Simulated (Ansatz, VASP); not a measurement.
**C: VASP beside Ansatz**

INCAR

```
SYSTEM = C
PREC = Accurate
ENCUT = 520
EDIFF = 1E-6
ISMEAR = -1
SIGMA = 0.08
LREAL = .False.
LASPH = .True.
NELM = 100
ALGO = Normal
ISIF = 2
LWAVE = .False.
LCHARG = .False.
GGA = PE
NBANDS = 11
```

The input KPOINTS:

```
Automatic mesh
0
Gamma
  20 20 20
  0 0 0
```

File POSCAR:

```
C
1.0
    0.0000000000      1.7655660000      1.7834000000
    1.7655660000      0.0000000000      1.7834000000
    1.7655660000      1.7655660000      0.0000000000
C
2
Direct
    0.5000000000      0.5000000000      0.5000000000
    0.7500000000      0.7500000000      0.7500000000
```

Input for Ansatz:

```yaml
crystal:
  lattice:
    - [0.0, 1.765566, 1.7834]
    - [1.765566, 0.0, 1.7834]
    - [1.765566, 1.765566, 0.0]
  atoms:
    - { symbol: C, position: [0.5, 0.5, 0.5] }
    - { symbol: C, position: [0.75, 0.75, 0.75] }
kpoints:
  mp_grid: { grid: [20, 20, 20] }
  band_path:
    path:
      - [0.0, 0.0, 0.0]
      - [0.0, 0.5, 0.5]
      - [0.25, 0.75, 0.5]
      - [0.0, 0.5, 0.0]
      - [0.0, 0.0, 0.0]
      - [0.5, 0.5, 0.0]
      - [0.3725125, 0.6274875, 0.0]
      - [-0.3725125, 0.3725125, 0.0]
      - [0.0, 0.0, 0.0]
    npoints: 5
scf:
  occupations: { method: fermi_dirac, width: 0.08 }
hamiltonian:
  xc: pbe
  pseudopotentials: { kind: all_electron, lapw: { basis_error: 0.0005 } }
output:
  forces: true
  stress: true
  eigenvalues: true
```

Change from the starting cell: equal xx and yy strain of -1 %.

Alike in both runs: task single point; functional PBE; k mesh 20 × 20 × 20; occupations fermi-dirac, width 0.08 eV; no spin polarisation.

|  | VASP | Ansatz |
| --- | --- | --- |
| version | VASP 6.6.1 | Ansatz 0.2.0 |
| potentials or method | VASP PAW PBE potentials, release 64 (C), cutoff 520 eV | all-electron LAPW, scalar-relativistic |

VASP gave:

```
gap on the k mesh at the Fermi level (eV)                     : 4.05
pressure (GPa)                                                : 11.7
traceless stress, the component that is largest in VASP (GPa) : -6.43
```

Q: Which values does Ansatz return?

A: gap on the k mesh at the Fermi level (eV): 4.06; pressure (GPa): 10.9; traceless stress, the component that is largest in VASP (GPa): -6.44.

Ansatz ran all-electron here, and VASP with PAW potentials.
